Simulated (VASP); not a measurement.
# LaSi2C2 (P4_2/mmc) in VASP: a series of runs, part 2 of 2

VASP 6.6.1.

### 3 Single point, r2SCAN+U

The input, POSCAR:

```
LaSi2C2
1.0
    4.1398480000      0.0000000000      0.0000000000
    0.0000000000      4.1398480000      0.0000000000
    0.0000000000      0.0000000000      8.5831060000
C La Si
4 2 4
Direct
    0.1730000000      0.5000000000      0.2500000000
    0.5000000000      0.8270000000      0.7500000000
    0.8270000000      0.5000000000      0.2500000000
    0.5000000000      0.1730000000      0.7500000000
    0.0000000000      0.0000000000      0.0000000000
    0.0000000000      0.0000000000      0.5000000000
    0.5000000000      0.2260000000      0.2500000000
    0.2260000000      0.5000000000      0.7500000000
    0.5000000000      0.7740000000      0.2500000000
    0.7740000000      0.5000000000      0.7500000000
```

The input, INCAR.step1:

```
PREC = Accurate ; ENCUT = 520
ISMEAR = 1 ; SIGMA = 0.0102
LREAL = False ; LASPH = True
NELM = 150 ; LMAXMIX = 6
LDAU = True ; LDAUTYPE = 2
LDAUL = -1 3 -1 ; LDAUU = 0 4 0
LDAUJ = 0 0 0 ; NBANDS = 38
GGA = PE ; ALGO = Normal
EDIFF = 1E-4 ; LWAVE = True
LCHARG = False
```

The input, INCAR.step2:

```
PREC = Accurate ; ENCUT = 520
EDIFF = 1E-6 ; ISMEAR = 1
SIGMA = 0.0102 ; LREAL = False
LASPH = True ; NELM = 150
ALGO = Normal ; ISIF = 2
LWAVE = False ; LCHARG = True
LMAXMIX = 6 ; LDAU = True
LDAUTYPE = 2 ; LDAUL = -1 3 -1
LDAUU = 0 4 0 ; LDAUJ = 0 0 0
LDAUPRINT = 1 ; METAGGA = R2SCAN
LMIXTAU = True ; LELF = True
LVHAR = True ; NBANDS = 38
ISTART = 1
```

The input, KPOINTS:

```
Automatic mesh
0
Gamma
  4 4 2
```

Potentials or basis: VASP PAW PBE potentials, release 64 (C, La, Si).

Run with:

```console
cat potpaw_PBE.64/C/POTCAR potpaw_PBE.64/La/POTCAR potpaw_PBE.64/Si/POTCAR > POTCAR
cp INCAR.step1 INCAR
mpirun -np 1 vasp_std > vasp.out
cp INCAR.step2 INCAR
mpirun -np 1 vasp_std > vasp.out
```

OUTCAR:

```text
PREC = Accurate
   ENCUT = 520
   EDIFF = 1E-6
   ISMEAR = 1
   LREAL = False
   LASPH = True
   NELM = 150
   ISIF = 2
   METAGGA = R2SCAN
   ISTART = 1

 ion  position               nearest neighbor table
   1  0.173  0.500  0.250-   3 1.43   7 1.77   9 1.77
   2  0.500  0.827  0.750-   4 1.43   8 1.77  10 1.77
   3  0.827  0.500  0.250-   1 1.43   7 1.77   9 1.77
   4  0.500  0.173  0.750-   2 1.43   8 1.77  10 1.77
   5  0.000  0.000  0.000-   7 3.12   8 3.12   9 3.12  10 3.12   8 3.12  10 3.12   7 3.12   9 3.12
[... 7 lines left out ...]
   9  0.500  0.774  0.250-   1 1.77   3 1.77   7 1.87   7 2.27   5 3.12   6 3.12   5 3.12   6 3.12

  10  0.774  0.500  0.750-   2 1.77   4 1.77   8 1.87   8 2.27   5 3.12   5 3.12   6 3.12   6 3.12

  LATTYP: Found a simple tetragonal cell.
 ALAT       =     4.1398480000
 C/A-ratio  =     2.0732901305

  Lattice vectors:

 A1 = (   4.1398480000,   0.0000000000,   0.0000000000)
 A2 = (   0.0000000000,   4.1398480000,   0.0000000000)
 A3 = (   0.0000000000,   0.0000000000,   8.5831060000)

[... 274 lines left out ...]
  band No.  band energies     occupation
      1     -24.6671      2.00000
      2     -24.6455      2.00000
      3      -9.4889      2.00000
      4      -8.1689      2.00000
      5      -8.0395      2.00000
      6      -7.9332      2.00000
[... 481 lines left out ...]
     37      13.4261      0.00000
     38      13.4261      0.00000

------------------------ aborting loop because EDIFF is reached ----------------------------------------

  FORCE on cell =-STRESS in cart. coord.  units (eV):
  Direction    XX          YY          ZZ          XY          YZ          ZX
  --------------------------------------------------------------------------------------
  -------------------------------------------------------------------------------------
  Total       35.5456785     35.5456785     -1.0687878      0.0000000      0.0000000      0.0000000
  in kB      387.1543320    387.1543320    -11.6409605      0.0000000      0.0000000      0.0000000
  external PRESSURE =     254.2225679 kB  Pullay stress =       0.0000000 kB

 VOLUME and BASIS-vectors are now :
 -----------------------------------------------------------------------------
  energy-cutoff  :      520.00
  volume of cell :      147.10
      direct lattice vectors                 reciprocal lattice vectors
     4.139848000  0.000000000  0.000000000     0.241554762  0.000000000  0.000000000
     0.000000000  4.139848000  0.000000000     0.000000000  0.241554762  0.000000000
     0.000000000  0.000000000  8.583106000     0.000000000  0.000000000  0.116507940

 POSITION                                       TOTAL-FORCE (eV/Angst)
 -----------------------------------------------------------------------------------
      0.71619      2.06992      2.14578        -1.715831      0.000000      0.000000
      2.06992      3.42365      6.43733         0.000000      1.715831      0.000000
      3.42365      2.06992      2.14578         1.715831     -0.000000      0.000000
      2.06992      0.71619      6.43733        -0.000000     -1.715831      0.000000
      0.00000      0.00000      0.00000         0.000000     -0.000000      0.000000
      0.00000      0.00000      4.29155         0.000000      0.000000      0.000000
      2.06992      0.93561      2.14578         0.000000      4.442717      0.000000
      0.93561      2.06992      6.43733         4.442717     -0.000000      0.000000
      2.06992      3.20424      2.14578        -0.000000     -4.442717      0.000000
      3.20424      2.06992      6.43733        -4.442717     -0.000000      0.000000
 -----------------------------------------------------------------------------------
    total drift:                               -0.000000      0.000000      0.000000

  FREE ENERGIE OF THE ION-ELECTRON SYSTEM (eV)
  ---------------------------------------------------
  free  energy   TOTEN  =      -128.9442317384 eV

  energy  without entropy=     -128.9435346149  energy(sigma->0) =     -128.94399936
```

OUTCAR.step1:

```text
PREC = Accurate
   ENCUT = 520
   ISMEAR = 1
   LREAL = False
   LASPH = True
[... 741 lines left out ...]
      2.06992      0.93561      2.14578        -0.000000      4.463388      0.000000
      0.93561      2.06992      6.43733         4.463388      0.000000     -0.000000
      2.06992      3.20424      2.14578        -0.000000     -4.463388      0.000000
      3.20424      2.06992      6.43733        -4.463388     -0.000000     -0.000000
 -----------------------------------------------------------------------------------
    total drift:                                0.000000      0.000000     -0.000000

  FREE ENERGIE OF THE ION-ELECTRON SYSTEM (eV)
  ---------------------------------------------------
  free  energy   TOTEN  =       -62.1931107871 eV

  energy  without entropy=      -62.1931847191  energy(sigma->0) =      -62.19313543
```

It took 12 min on 1 thread of Oxide Virtual Turin-like, shared host; peak memory 0.27 GiB.

What came out:

* Free energy: -128.9442 eV
* Pressure: 25.4 GPa
* Largest force: 4.443 eV/Å
* Band gap on the k mesh: zero (bands 27 and 28 overlap by 1.46 eV)

Forces in eV/Å, atoms in the order of the input:
```
C   -1.716  0.000  0.000
C    0.000  1.716  0.000
C    1.716  0.000  0.000
C    0.000 -1.716  0.000
La   0.000  0.000  0.000
La   0.000  0.000  0.000
Si   0.000  4.443  0.000
Si   4.443  0.000  0.000
Si   0.000 -4.443  0.000
Si  -4.443  0.000  0.000
```

Stress tensor (GPa, compression positive):
```
38.72  0.00  0.00
 0.00 38.72  0.00
 0.00  0.00 -1.16
```

Levels at points of the mesh, in eV from the Fermi level:
```tsv
k point	band 23	band 24	band 25	band 26	band 27	band 28	band 29	band 30	band 31	band 32
(0.00, 0.00, 0.00)	-2.97	-1.94	-1.55	-0.84	-0.84	-0.46	-0.46	0.65	1.33	1.33
(0.50, 0.00, 0.00)	-4.88	-3.11	-1.73	-1.20	0.67	0.73	1.13	1.41	1.60	2.10
(0.50, 0.50, 0.00)	-3.09	-3.09	-1.26	-1.26	-1.07	1.06	1.72	2.57	2.88	2.88
(0.00, 0.00, 0.50)	-2.75	-2.75	-0.82	-0.82	-0.73	-0.73	-0.65	-0.65	2.13	2.13
(0.50, 0.00, 0.50)	-4.80	-3.66	-1.67	-0.87	0.29	0.39	0.45	1.23	2.24	2.31
(0.50, 0.50, 0.50)	-3.26	-3.26	-1.26	-1.26	0.73	0.73	1.27	1.27	3.07	3.07
```

Eigenvalues of the final occupation matrices:
| site | spin | trace | eigenvalues |
| --- | --- | --- | --- |
| site 5 f | 1 | 0.06 | 0.00 0.00 0.01 0.01 0.01 0.01 0.01 |
| site 5 f | 2 | 0.06 | 0.00 0.00 0.01 0.01 0.01 0.01 0.01 |
| site 6 f | 1 | 0.06 | 0.00 0.00 0.01 0.01 0.01 0.01 0.01 |
| site 6 f | 2 | 0.06 | 0.00 0.00 0.01 0.01 0.01 0.01 0.01 |

Caveat: the k points lie up to 0.38 Å⁻¹ apart, too coarse for converged energies and pressures of a metal; the PAW data sets were made with another functional, which shifts forces and pressure a little; spin-orbit coupling is left out, which moves the levels of the heavy elements; U without spin polarisation on a metal has little footing; the U is typed as a test and isn't derived for this compound.
